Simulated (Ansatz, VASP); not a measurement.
# One calculation of MgS, two programs

Contents of POSCAR:

```
MgS
1.0
    0.0000000000      2.6015179370      2.6098427944
    2.6015179370      0.0000000000      2.6098427944
    2.6015179370      2.6015179370      0.0000000000
Mg S
1 1
Direct
    0.0000000000      0.0000000000      0.0000000000
    0.5000000000      0.5000000000      0.5000000000
```

The input INCAR.step1:

```
SYSTEM = MgS
PREC = Accurate
ENCUT = 520
ISMEAR = 0
SIGMA = 0.01
LREAL = .FALSE.
LASPH = .TRUE.
NELM = 80
NBANDS = 11
GGA = PE
ALGO = Normal
EDIFF = 1E-4
LWAVE = .TRUE.
LCHARG = .FALSE.
```

INCAR.step2

```
SYSTEM = MgS
PREC = Accurate
ENCUT = 520
EDIFF = 1E-6
ISMEAR = 0
SIGMA = 0.01
LREAL = .FALSE.
LASPH = .TRUE.
NELM = 80
ALGO = Normal
ISIF = 2
LWAVE = .FALSE.
LCHARG = .FALSE.
METAGGA = R2SCAN
LMIXTAU = .TRUE.
NBANDS = 11
ISTART = 1
```

Contents of KPOINTS:

```
regular mesh
0
G
  8 8 8
  0 0 0
```

Input for Ansatz:

```yaml
crystal:
  lattice:
    - [0.0, 2.601517937, 2.6098427944]
    - [2.601517937, 0.0, 2.6098427944]
    - [2.601517937, 2.601517937, 0.0]
  atoms:
    - { symbol: Mg, position: [0.0, 0.0, 0.0] }
    - { symbol: S, position: [0.5, 0.5, 0.5] }
kpoints:
  mp_grid: { grid: [8, 8, 8] }
  band_path:
    path:
      - [0.0, 0.0, 0.0]
      - [0.5, 0.0, 0.5]
      - [0.625, 0.25, 0.625]
      - [0.375, 0.375, 0.75]
      - [0.5, 0.5, 0.5]
      - [0.5, 0.25, 0.75]
    npoints: 1
hamiltonian:
  xc: r2scan
scf:
  occupations: { method: fixed }
  n_extra_bands: 4
output:
  forces: true
  stress: true
  eigenvalues: true
  write_density: true
  write_potential: true
  elf: true
  volumetric_format: npy
```

Change from the starting cell: uniaxial_z strain +0.3%.

Alike in both runs: task single point; functional r2SCAN; k mesh 8 × 8 × 8; no spin polarisation.

|  | VASP | Ansatz |
| --- | --- | --- |
| version | VASP 6.6.1 | Ansatz 0.2.0 |
| potentials or method | VASP PAW PBE potentials, release 64 (Mg, S) | plane waves, PAW |
| plane-wave cutoff (eV) | 520 | 500 |
| occupations | gaussian, width 0.01 eV | fixed |
| valence electrons in the cell | 8 | 16 |

|  | VASP | Ansatz | Ansatz less VASP |
| --- | --- | --- | --- |
| gap on the k mesh at the Fermi level (eV) | 3.41 | 3.44 | +0.029 |
| pressure (GPa) | -0.7 | -0.2 | +0.47 |
| traceless stress, the component that is largest in VASP (GPa) | -0.22 | -0.22 | -0.004 |

VASP's potentials were made for PBE, not for r2SCAN. VASP's potentials hold 8 valence electrons a cell and Ansatz's 16, so a difference there can come from the potentials and not from the codes.
